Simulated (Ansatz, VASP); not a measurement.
## One calculation of CaZr2N2, two programs

The input INCAR:

```
PREC = Accurate
ENCUT = 600
EDIFF = 1E-6
ISMEAR = 0
SIGMA = 0.1
LREAL = False
LASPH = True
NELM = 100
ALGO = Normal
ISIF = 3
LWAVE = False
LCHARG = False
GGA = PE
IBRION = 2
NSW = 100
EDIFFG = -0.01
```

Contents of KPOINTS:

```
regular mesh
0
Gamma
  10 10 6
```

Contents of POSCAR:

```
CaZr2N2
1.0
    3.7792190774      0.0000000000      0.0000000000
    0.0000000000      3.7792190774      0.0000000000
    0.0000000000      0.0000000000      5.9745838785
Ca Zr N
1 2 2
Direct
    0.0000000000      0.0000000000      0.0000000000
    0.5000000000      0.0000000000      0.5000000000
    0.0000000000      0.5000000000      0.5000000000
    0.5000000000      0.5000000000      0.2668005723
    0.5000000000      0.5000000000      0.7331994277
```

Input for Ansatz:

```yaml
crystal:
  lattice:
    - [3.7792190774, 0.0, 0.0]
    - [0.0, 3.7792190774, 0.0]
    - [0.0, 0.0, 5.9745838785]
  atoms:
    - { symbol: Ca, position: [0.0, 0.0, 0.0] }
    - { symbol: Zr, position: [0.5, 0.0, 0.5] }
    - { symbol: Zr, position: [0.0, 0.5, 0.5] }
    - { symbol: "N", position: [0.5, 0.5, 0.2668005723] }
    - { symbol: "N", position: [0.5, 0.5, 0.7331994277] }
basis:
  ecutwfc: 420
kpoints:
  mp_grid: { grid: [10, 10, 6] }
hamiltonian:
  xc: pbe
scf:
  occupations: { method: gaussian, width: 0.1 }
output:
  forces: true
  stress: true
  eigenvalues: true
relax:
  adjacent_minimum: "off"
  f_tol: 0.01
  max_steps: 80
  cell: { stress_tol: 0.05 }
```

Alike in both runs: task relaxation of cell and atoms; functional PBE; k mesh 10 × 10 × 6; occupations gaussian, width 0.1 eV; no spin polarisation.

```csv
,VASP,Ansatz
version,VASP 6.6.1,Ansatz 0.2.0
potentials or method,"VASP PAW PBE potentials, release 64 (Ca_sv, Zr_sv, N), cutoff 600 eV","scalar-relativistic, plane waves, PAW"
valence electrons in the cell,44,44
```

VASP gave:

| Quantity | Value |
| --- | --- |
| gap on the k mesh at the Fermi level, each at its own relaxed structure (eV) | none |
| relaxed volume (Å³/atom) | 17.08 |
| relaxed cell length with the largest relative difference (Å) | 5.997 |

Task: What did Ansatz give for the same quantities?

Result: gap on the k mesh at the Fermi level, each at its own relaxed structure (eV): none; relaxed volume (Å³/atom): 17.05; relaxed cell length with the largest relative difference (Å): 5.993.

A gap of «none» marks a metal or a gap that the smearing closes.
